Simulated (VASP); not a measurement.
# WSe2 (P6_3/mmc) in VASP: a series of runs

WSe2 is run at these levels: PBEsol+D3(BJ); tasks: single point.

All numbers are computed with VASP 6.6.1; they aren't measurements. Logs are shortened: lines on timing, memory, paths and dates and some standing lists are left out, and cuts for length are marked.

### Step 1. The cell of the first run

It takes space group P6_3/mmc (No. 194, hexagonal). Conventional cell: a = 3.129 Å, b = 3.129 Å, c = 13.229 Å, α = 90.00°, β = 90.00°, γ = 120.00°. W (site symmetry -6m2) has 6 Se at 2.54 Å and 6 W at 3.13 Å within 3.4 Å. Within 3.6 Å of Se (site symmetry 3m) lie 3 W at 2.54 Å and 10 Se at 3.13 to 3.58 Å.

### Step 2. Single point, PBEsol+D3(BJ)

INCAR

```
SYSTEM = WSe2
PREC     = Accurate       ! precision mode
ENCUT    = 520            ! plane-wave cutoff, eV
EDIFF    = 1E-6           ! SCF threshold, eV
ISMEAR   = 0              ! smearing method
SIGMA    = 0.05           ! smearing width, eV
LREAL    = .False.        ! projectors in reciprocal space
LASPH    = .True.         ! aspherical terms in the spheres
NELM     = 100            ! most SCF steps
ALGO     = Normal         ! electronic algorithm
ISIF     = 2              ! what is computed and relaxed
LWAVE    = .False.        ! write WAVECAR
LCHARG   = .False.        ! write CHGCAR
GGA      = PS             ! functional
IVDW     = 12             ! dispersion correction
NBANDS   = 35             ! bands
```

KPOINTS

```
regular mesh
0
Gamma
  12 12 4
  0 0 0
```

POSCAR

```
WSe2
1.0
    3.1294371881      0.0000000000      0.0000000000
   -1.5647185940      2.7101721045      0.0000000000
    0.0000000000      0.0000000000     13.2289207828
W Se
2 4
Direct
    0.3333333333      0.6666666667      0.2500000000
    0.6666666667      0.3333333333      0.7500000000
    0.3333333333      0.6666666667      0.6145805872
    0.6666666667      0.3333333333      0.1145805872
    0.3333333333      0.6666666667      0.8854194128
    0.6666666667      0.3333333333      0.3854194128
```

Potentials or basis: VASP PAW PBE potentials, release 64 (W_sv, Se).

The run is started by

```bash
$ cat potpaw_PBE.64/W_sv/POTCAR potpaw_PBE.64/Se/POTCAR > POTCAR
$ mpirun -np 1 vasp_std > vasp.out
```

OUTCAR:

```text
SYSTEM = WSe2
   PREC = Accurate
   ENCUT = 520
   EDIFF = 1E-6
   ISMEAR = 0
   LREAL = .False.
   LASPH = .True.
   NELM = 100
   ISIF = 2
   GGA = PS
   IVDW = 12
 IVDW          = 12

 ion  position               nearest neighbor table
   1  0.333  0.667  0.250-   4 2.54   6 2.54   4 2.54   6 2.54   4 2.54   6 2.54
   2  0.667  0.333  0.750-   3 2.54   5 2.54   3 2.54   5 2.54   3 2.54   5 2.54
   3  0.333  0.667  0.615-   2 2.54   2 2.54   2 2.54
   4  0.667  0.333  0.115-   1 2.54   1 2.54   1 2.54
   5  0.333  0.667  0.885-   2 2.54   2 2.54   2 2.54
   6  0.667  0.333  0.385-   1 2.54   1 2.54   1 2.54

  LATTYP: Found a hexagonal cell.
 ALAT       =     3.1294371881
 C/A-ratio  =     4.2272523740

  Lattice vectors:

 A1 = (   3.1294371881,   0.0000000000,   0.0000000000)
 A2 = (  -1.5647185940,   2.7101721045,   0.0000000000)
 A3 = (   0.0000000000,   0.0000000000,  13.2289207828)

Analysis of symmetry for initial positions (statically):
=====================================================================
 Subroutine PRICEL returns:
 Original cell was already a primitive cell.

 Routine SETGRP: Setting up the symmetry group for a
 hexagonal supercell.

 Subroutine GETGRP returns: Found 24 space group operations
 (whereof 12 operations were pure point group operations)
 out of a pool of 24 trial point group operations.

The static configuration has the point symmetry D_3d.
 The point group associated with its full space group is D_6h.

Analysis of symmetry for dynamics (positions and initial velocities):
=====================================================================
 Subroutine PRICEL returns:
 Original cell was already a primitive cell.

 Routine SETGRP: Setting up the symmetry group for a
 hexagonal supercell.

 Subroutine GETGRP returns: Found 24 space group operations
 (whereof 12 operations were pure point group operations)
 out of a pool of 24 trial point group operations.

The dynamic configuration has the point symmetry D_3d.
 The point group associated with its full space group is D_6h.

 Subroutine INISYM returns: Found 24 space group operations
 (whereof 12 operations are pure point group operations),
 and found     1 'primitive' translations

----------------------------------------------------------------------------------------

                                     Primitive cell

  volume of cell :     112.1986

  direct lattice vectors                    reciprocal lattice vectors
[... 99 lines left out ...]
   IBRION =     -1    ionic relax: 0-MD 1-quasi-New 2-CG
   NFREE  =      0    steps in history (QN), initial steepest desc. (CG)
   ISIF   =      2    stress and relaxation
   ISYM   =      2    0-nonsym 1-usesym 2-fastsym
   POTIM  = 0.5000    time-step for ionic-motion
   TEBEG  =    0.0;   TEEND  =   0.0 temperature during run
   PSTRESS=    0.0 pullay stress
   NELECT =      52.0000    total number of electrons
   NUPDOWN=      -1.0000    fix difference up-down
   EMIN   =  10.00;   EMAX   =-10.00  energy-range for DOS
   EFERMI =   0.00;   METHOD = LEGACY
   ISMEAR =     0;   SIGMA  =   0.05  broadening in eV -4-tet -1-fermi 0-gaus
   EFERMI_NEDOS =   21; number of points for ismear=-14 and -15
   IALGO  =     38    algorithm
   IMIX   =      4    mixing-type and parameters
     AMIX     =   0.40;   BMIX     =  1.00
     AMIX_MAG =   1.60;   BMIX_MAG =  1.00
  volume/ion in A,a.u.               =      18.70       126.19
  Fermi-wavevector in a.u.,A,eV,Ry     =   1.266913  2.394118 21.838281  1.605068
  Thomas-Fermi vector in A             =   2.400089
   LORBIT       =      0    0 simple, 1 ext, 2 COOP (PROOUT), +10 PAW based schemes
   GGA     = PS    functional components
   LHFCALC =     F    Hartree Fock is set to
   AEXX    =    0.0000 exact exchange contribution
   IVDW    =    12    specifies the selected vdW correction
   LEPSILON=     F    determine dielectric tensor
   LRPA    =     F    only Hartree local field effects (RPA)
 non-spin polarized calculation
 Gauss-broadening in eV      SIGMA  =   0.05
  energy-cutoff  :      520.00
  volume of cell :      112.20
 maximum number of plane-waves:      3044
 NGX is ok and might be reduce to    24

 number of electron      51.9999997 magnetization

 Free energy of the ion-electron system (eV)
  ---------------------------------------------------
  ext. energy  EPLUGINS =         0.00000000
  ---------------------------------------------------
  free energy    TOTEN  =       -46.04699262 eV

  energy without entropy =      -46.04699262  energy(sigma->0) =      -46.04699262

 E-fermi :   7.2321     XC(G=0): -11.3890

 val. band max:        6.8679030867   @ k =   0.3333   0.3333   0.0000
 cond. band min:       7.4848849501   @ k =   0.1667   0.1667   0.0000
 fundamental gap:      0.6169818634
 Fermi energy:         7.2321110266

 k-point     1 :       0.0000    0.0000    0.0000
  band No.  band energies     occupation
      1     -67.0982      2.00000
      2     -67.0982      2.00000
      3     -31.4447      2.00000
      4     -31.4447      2.00000
      5     -31.1164      2.00000
      6     -31.1164      2.00000
[... 901 lines left out ...]
     34      11.2598      0.00000
     35      12.4875      0.00000

 [... further k-points ...]

------------------------ aborting loop because EDIFF is reached ----------------------------------------

 Edisp (eV)   -2.85537

 E8    (eV) :    -1.9199

  FORCE on cell =-STRESS in cart. coord.  units (eV):
  Direction    XX          YY          ZZ          XY          YZ          ZX
  --------------------------------------------------------------------------------------
  -------------------------------------------------------------------------------------
  Total       3.35500     3.35500    -9.16757     0.00000     0.00000    -0.00000
  in kB      47.90882    47.90882  -130.91141     0.00000     0.00000    -0.00000
  external pressure =      -11.70 kB  Pullay stress =        0.00 kB

 VOLUME and BASIS-vectors are now :
 -----------------------------------------------------------------------------
  energy-cutoff  :      520.00
  volume of cell :      112.20
      direct lattice vectors                 reciprocal lattice vectors
     3.129437188  0.000000000  0.000000000     0.319546276  0.184490129  0.000000000
    -1.564718594  2.710172104  0.000000000     0.000000000  0.368980257  0.000000000
     0.000000000  0.000000000 13.228920783     0.000000000  0.000000000  0.075591956

 POSITION                                       TOTAL-FORCE (eV/Angst)
 -----------------------------------------------------------------------------------
     -0.00000      1.80678      3.30723        -0.000000     -0.000000      0.000000
      1.56472      0.90339      9.92169         0.000000      0.000000      0.000000
     -0.00000      1.80678      8.13024         0.000000      0.000000      0.990401
      1.56472      0.90339      1.51578        -0.000000      0.000000      0.990401
     -0.00000      1.80678     11.71314         0.000000      0.000000     -0.990401
      1.56472      0.90339      5.09868        -0.000000     -0.000000     -0.990401
 -----------------------------------------------------------------------------------
    total drift:                               -0.000000      0.000000     -0.000000

  FREE ENERGIE OF THE ION-ELECTRON SYSTEM (eV)
  ---------------------------------------------------
  free  energy   TOTEN  =       -48.9023675181 eV

  energy  without entropy=      -48.9023675181  energy(sigma->0) =      -48.90236752
```

OSZICAR:

```text
N       E                     dE             d eps       ncg     rms          rms(c)
DAV:   1     0.501822368646E+03    0.50182E+03   -0.27945E+04  4326   0.147E+03
DAV:   2    -0.160895777563E+02   -0.51791E+03   -0.50091E+03  4593   0.401E+02
DAV:   3    -0.471982351828E+02   -0.31109E+02   -0.30473E+02  4872   0.917E+01
DAV:   4    -0.478754698515E+02   -0.67723E+00   -0.67267E+00  4718   0.136E+01
DAV:   5    -0.478835197155E+02   -0.80499E-02   -0.80441E-02  4805   0.163E+00    0.319E+01
DAV:   6    -0.464904891439E+02    0.13930E+01   -0.48687E+00  4626   0.142E+01    0.117E+01
DAV:   7    -0.463281283129E+02    0.16236E+00   -0.35205E+00  4224   0.825E+00    0.556E+00
DAV:   8    -0.460469841524E+02    0.28114E+00   -0.70134E-01  4316   0.513E+00    0.150E+00
DAV:   9    -0.460503964680E+02   -0.34123E-02   -0.85509E-02  4706   0.134E+00    0.115E+00
DAV:  10    -0.460470889195E+02    0.33075E-02   -0.18969E-02  4408   0.928E-01    0.167E-01
DAV:  11    -0.460470465403E+02    0.42379E-04   -0.17004E-03  4399   0.259E-01    0.169E-01
DAV:  12    -0.460470022552E+02    0.44285E-04   -0.68490E-05  4737   0.464E-02    0.105E-01
DAV:  13    -0.460469932547E+02    0.90006E-05   -0.80401E-05  4591   0.547E-02    0.201E-02
DAV:  14    -0.460469926165E+02    0.63816E-06   -0.39828E-06  3860   0.125E-02
   1 F= -.48902368E+02 E0= -.48902368E+02  d E =-.233607E-14
```

Wall time 7.4 min (1 thread of Intel Xeon 8259CL, shared host); peak memory 0.36 GiB.

Results:

* Free energy: -48.9024 eV
* Pressure: -1.2 GPa
* Largest force: 0.990 eV/Å
* Band gap on the k mesh: 0.62 eV (least direct gap 1.21 eV)
* Dispersion energy per atom: -0.476 eV

Forces in eV/Å, atoms in the order of the input:
```
W    0.000  0.000  0.000
W    0.000  0.000  0.000
Se   0.000  0.000  0.990
Se   0.000  0.000  0.990
Se   0.000  0.000 -0.990
Se   0.000  0.000 -0.990
```

Stress tensor (GPa, compression positive):
```
  4.79   0.00   0.00
  0.00   4.79   0.00
  0.00   0.00 -13.09
```

Levels at points of the mesh, in eV from the valence-band top:
```csv
k point,band 22,band 23,band 24,band 25,band 26,band 27,band 28,band 29,band 30,band 31
"(0.00, 0.00, 0.00)",-0.61,-0.61,-0.55,-0.55,-0.43,3.17,3.17,3.28,3.28,3.36
"(0.50, 0.00, 0.00)",-2.61,-1.39,-1.36,-0.60,-0.26,2.22,2.90,2.98,3.11,3.14
"(0.00, 0.00, 0.50)",-0.69,-0.58,-0.58,-0.58,-0.58,3.22,3.22,3.22,3.22,3.38
"(0.50, 0.00, 0.50)",-2.67,-1.36,-1.36,-0.43,-0.43,2.59,2.59,3.12,3.12,3.45
```

Caveat: the PAW data sets were made with another functional, which shifts forces and pressure a little; spin-orbit coupling is left out, which moves the levels of the heavy elements. A k mesh can miss the band edges.

### Step 3. Single point, PBEsol+D3(BJ)

This run uses another cell than the first one, of the same volume but with other edges.

INCAR

```
SYSTEM = WSe2
PREC     = Accurate       ! precision mode
ENCUT    = 520            ! plane-wave cutoff, eV
EDIFF    = 1E-7           ! SCF threshold, eV
ISMEAR   = 0              ! smearing method
SIGMA    = 0.05           ! smearing width, eV
LREAL    = .FALSE.        ! projectors in reciprocal space
LASPH    = .TRUE.         ! aspherical terms in the spheres
NELM     = 60             ! most SCF steps
ALGO     = Normal         ! electronic algorithm
ISIF     = 2              ! what is computed and relaxed
LWAVE    = .FALSE.        ! write WAVECAR
LCHARG   = .FALSE.        ! write CHGCAR
GGA      = PS             ! functional
IVDW     = 12             ! dispersion correction
NBANDS   = 35             ! bands
```

KPOINTS

```
regular mesh
0
G
  12 12 4
  0 0 0
```

Changes to POSCAR since step 2:

```diff
@@ -2,5 +2,5 @@
 1.0
-    3.1294371881      0.0000000000      0.0000000000
-   -1.5647185940      2.7101721045      0.0000000000
-    0.0000000000      0.0000000000     13.2289207828
+    3.2747141005      0.0000000000      0.0000000000
+   -1.6373570502      2.8359856012      0.0000000000
+    0.0000000000      0.0000000000     12.0812011249
 W Se
```

Potentials or basis: VASP PAW PBE potentials, release 64 (W_sv, Se).

The run is started by

```bash
$ cat potpaw_PBE.64/W_sv/POTCAR potpaw_PBE.64/Se/POTCAR > POTCAR
$ mpirun -np 1 vasp_std > vasp.out
```

Wall time 6.9 min (1 thread of Intel Xeon 8259CL, shared host); peak memory 0.35 GiB.

It converged, with:

* Free energy: -49.2185 eV
* Pressure: 1.5 GPa
* Largest force: 0.507 eV/Å
* Band gap on the k mesh: 0.60 eV (least direct gap 1.41 eV)
* Dispersion energy per atom: -0.477 eV

Forces on the atoms (eV/Å):
```
W    0.000  0.000  0.000
W    0.000  0.000  0.000
Se   0.000  0.000 -0.507
Se   0.000  0.000 -0.507
Se   0.000  0.000  0.507
Se   0.000  0.000  0.507
```

Stress tensor (GPa, compression positive):
```
-1.03  0.00  0.00
 0.00 -1.03  0.00
 0.00  0.00  6.52
```

Levels at points of the mesh, in eV from the valence-band top:
```csv
k point,band 24,band 25,band 26,band 27,band 28,band 29
"(0.00, 0.00, 0.00)",-1.42,-0.59,0.00,2.30,2.30,2.38
"(0.50, 0.00, 0.00)",-1.95,-1.60,-1.44,1.75,1.83,1.97
"(0.00, 0.00, 0.50)",-2.02,-0.13,-0.13,2.29,2.29,2.29
"(0.50, 0.00, 0.50)",-1.71,-1.70,-1.70,1.78,1.78,2.24
```

Caveat: the PAW data sets were made with another functional, which shifts forces and pressure a little; spin-orbit coupling is left out, which moves the levels of the heavy elements. A k mesh can miss the band edges.

(Continued in part 2 of 3.)
